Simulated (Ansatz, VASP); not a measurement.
# One calculation of Cs2BrF, two programs

File INCAR:

```
SYSTEM = Cs2BrF
ALGO     = Normal         ! electronic algorithm
EDIFF    = 1E-7           ! SCF threshold, eV
ENCUT    = 520            ! plane-wave cutoff, eV
GGA      = PS             ! functional
ISIF     = 2              ! what is computed and relaxed
ISMEAR   = 0              ! smearing method
LASPH    = .TRUE.         ! aspherical terms in the spheres
LCHARG   = .FALSE.        ! write CHGCAR
LREAL    = .FALSE.        ! projectors in reciprocal space
LWAVE    = .FALSE.        ! write WAVECAR
NBANDS   = 24             ! bands
NELM     = 100            ! most SCF steps
PREC     = Accurate       ! precision mode
SIGMA    = 0.02           ! smearing width, eV
```

The input KPOINTS:

```
k-points
0
G
  6 6 6
  0 0 0
```

Contents of POSCAR:

```
Cs2BrF
1.0
    2.2777123341      1.3150378294      7.7672652473
   -2.2777123341      1.3150378294      7.7672652473
    0.0000000000     -2.6300756583      7.7672652474
Cs Br F
2 1 1
Direct
    0.2661399672      0.2661399672      0.2661399672
    0.7338600328      0.7338600328      0.7338600328
    0.5000000000      0.5000000000      0.5000000000
    0.0000000000      0.0000000000      0.0000000000
```

Input for Ansatz:

```yaml
crystal:
  lattice:
    - [2.2777123341, 1.3150378294, 7.7672652473]
    - [-2.2777123341, 1.3150378294, 7.7672652473]
    - [0.0, -2.6300756583, 7.7672652474]
  atoms:
    - { symbol: Cs, position: [0.2661399672, 0.2661399672, 0.2661399672] }
    - { symbol: Cs, position: [0.7338600328, 0.7338600328, 0.7338600328] }
    - { symbol: Br, position: [0.5, 0.5, 0.5] }
    - { symbol: F, position: [0.0, 0.0, 0.0] }
basis:
  ecutwfc: 420
kpoints:
  mp_grid: { grid: [6, 6, 6] }
hamiltonian:
  xc: pbesol
scf:
  occupations: { method: gaussian, width: 0.02 }
output:
  eigenvalues: true
  states_by_energy: {}
checkpoint:
  read: start.run
  write: ck
  compress: false
  write_wavefunctions: false
  write_every: 100000
```

Alike in both runs: task single point; functional PBEsol; k mesh 6 × 6 × 6; occupations gaussian, width 0.02 eV; no spin polarisation.

|  | VASP | Ansatz |
| --- | --- | --- |
| version | VASP 6.6.1 | Ansatz 0.2.0 |
| potentials or method | VASP PAW PBE potentials, release 64 (Cs_sv, Br, F), cutoff 520 eV | scalar-relativistic, plane waves, PAW |
| valence electrons in the cell | 32 | 32 |

|  | VASP | Ansatz | Ansatz less VASP |
| --- | --- | --- | --- |
| gap on the k mesh at the Fermi level (eV) | 4.37 | 4.39 | +0.013 |
| least direct gap on the mesh (eV) | 4.37 | 4.39 | +0.013 |

VASP's potentials were made for PBE, not for PBEsol.

Neither program's run includes spin-orbit coupling.
